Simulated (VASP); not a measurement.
Write the native input for VASP 6.6.1 that does the following.

* Task: relaxation of cell and atoms
* Functional: PBE
* Potentials or basis: VASP PAW PBE potentials, release 64 (Pt)
* Cutoff: 500 eV
* k mesh: 8 × 8 × 8
* Occupations: gaussian, width 0.1 eV
* Spin: no spin polarisation
* Dipole correction: no
* Further INCAR settings: ALGO = Normal; EDIFF = 1e-07; IBRION = 2; EDIFFG = -0.05; NSW = 100; ISIF = 3

The structure of Pt lies in POSCAR:

```
Pt
1.0
    0.0000000000      1.9600000000      1.9600000000
    1.9600000000      0.0000000000      1.9600000000
    1.9600000000      1.9600000000      0.0000000000
Pt
1
Direct
    0.0000000000      0.0000000000      0.0000000000
```

The input as run:

INCAR

```
ALGO = Normal
EDIFF = 1E-7
EDIFFG = -0.05
ENCUT = 500
GGA = PE
GGA_COMPAT = F
IBRION = 2
ISIF = 3
ISMEAR = 0
LASPH = T
LCHARG = F
LREAL = F
LWAVE = F
NELM = 120
NELMIN = 4
NSW = 100
PREC = Accurate
SIGMA = 0.1
```

KPOINTS

```
k-points
0
Gamma
  8 8 8
```

Potentials or basis: VASP PAW PBE potentials, release 64 (Pt).

The run is started by

```sh
$ cat potpaw_PBE.64/Pt/POTCAR > POTCAR
$ mpirun -np 1 vasp_std > vasp.out
```

It gave:

```yaml
Relaxed_volume: 15.59 Å³/atom
Relaxed_cell: a = 2.804 Å, b = 2.804 Å, c = 2.804 Å, α = 60.00°, β = 60.00°, γ = 60.00°
Space_group_after_relaxing_to_0.05_Å: Fm-3m (No. 225)
Energy_gained_by_relaxing: 14.3 meV/atom
Ionic_steps: 3
Pressure_after_relaxing: -0.3 GPa
Band_gap_on_the_k_mesh: zero (band 5 reaches 11.06 eV, above the bottom of band 6 at 8.96 eV)
```

Caveat: spin-orbit coupling is left out, which moves the levels of the heavy elements.

Run time: 5.1 s on 1 thread of Intel(R) Xeon(R) 6975P-C (Granite Rapids) (shared host), peak memory 0.13 GiB.
